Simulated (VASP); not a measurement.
Here is a VASP 6.6.1 calculation.

INCAR

```
SYSTEM = Ni
ALGO = Normal
EDIFF = 1E-7
ENCUT = 520
GGA_COMPAT = .FALSE.
ISIF = 2
ISMEAR = -1
LASPH = .TRUE.
LCHARG = .FALSE.
LMAXMIX = 4
LORBIT = 11
LORBMOM = .TRUE.
LREAL = .FALSE.
LSORBIT = .TRUE.
LWAVE = .FALSE.
MAGMOM = 0 0 0.355
NBANDS = 21
NELM = 150
PREC = Accurate
SIGMA = 0.05
```

The input KPOINTS:

```
k-points
0
G
  16 16 16
  0 0 0
```

The input POSCAR:

```
Ni
1.0
   -1.3613578883      1.3613578883      1.3613578883
    1.3613578883     -1.3613578883      1.3613578883
    1.3613578883      1.3613578883     -1.3613578883
Ni
1
Direct
    0.0000000000      0.0000000000      0.0000000000
```

Potentials or basis: VASP PAW LDA potentials, release 64 (Ni).

Run with:

```sh
$ cat potpaw_LDA.64/Ni/POTCAR > POTCAR
$ mpirun -np 1 vasp_ncl > vasp.out
```

(1) Predict the net moment.

(2) Predict the pressure.

## Answers

(1) 0.35 μB per cell.

(2) -0.4 GPa.
